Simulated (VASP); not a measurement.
A run of VASP 6.6.1 is set up as follows.

INCAR

```
SYSTEM = Re
ALGO = Normal
EDIFF = 1E-6
ENCUT = 520
GGA = PS
ISIF = 2
ISMEAR = -1
LASPH = .True.
LCHARG = .True.
LELF = .True.
LREAL = .False.
LVHAR = .True.
LWAVE = .False.
NBANDS = 10
NELM = 100
PREC = Accurate
SIGMA = 0.05
```

File KPOINTS:

```
k-points
0
Gamma
  6 6 6
  0 0 0
```

The input POSCAR:

```
Re
1.0
    4.0647320000      0.0000000000      0.0000000000
    0.0000000000      4.0647320000      0.0000000000
    0.0000000000      0.0000000000      4.0647320000
Re
1
Direct
    0.5000000000      0.5000000000      0.5000000000
```

Potentials or basis: VASP PAW PBE potentials, release 64 (Re).

Launch:

```bash
$ cat potpaw_PBE.64/Re/POTCAR > POTCAR
$ mpirun -np 1 vasp_std > vasp.out
```

Question: What does it give for the pressure?

Answer: -10.9 GPa.

Caveat: the PAW data sets were made with another functional, which shifts forces and pressure a little.
